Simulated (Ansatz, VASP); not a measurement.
Nb: VASP beside Ansatz

```
Nb
1.0
     0.00000    2.89529    2.89529
     2.89529    0.00000    2.89529
     2.89529    2.89529    0.00000
Nb
2
Cartesian
  0.7238 0.7238 0.7238
  5.0668 5.0668 5.0668
```

Alike in both runs: task single point; functional revPBE; k mesh 10 × 10 × 10; occupations fermi-dirac, width 0.1 eV; no spin polarisation.

```csv
,VASP,Ansatz
version,VASP 6.6.1,Ansatz 0.2.0
potentials or method,"VASP PAW PBE potentials, release 64 (Nb_sv), cutoff 520 eV","plane waves (420 eV) with PAW, scalar-relativistic"
valence electrons in the cell,26,26
```

|  | VASP | Ansatz | Ansatz less VASP |
| --- | --- | --- | --- |
| pressure (GPa) | 6.1 | 6.1 | -0.02 |

VASP's potentials were made for PBE, not for revPBE.
